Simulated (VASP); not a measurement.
The system is B.

```
B
1.0
    -1.32418    1.32418    1.32418
     1.32418   -1.32418    1.32418
     1.32418    1.32418   -1.32418
B
1
Direct
  0.00000 0.00000 0.00000
```

This cell differs from its parent crystal: Al replaced by B, lengths x 0.817, strained.

Base run:

- Program: VASP 6.6.1
- Functional: PBEsol
- Potentials or basis: VASP PAW PBE potentials, release 64 (B)
- Cutoff: 500 eV
- k mesh: 10 × 10 × 10
- Occupations: gaussian, width 0.1 eV
- Spin: no spin polarisation

Its results: pressure -38.8 GPa.

Q: The run is repeated on the same cell with these changes: k mesh from 10 × 10 × 10 to 22 × 22 × 22. What comes out?

A: Pressure -39.7 GPa.

Caveats: the PAW data sets were made with another functional, which shifts forces and pressure a little.
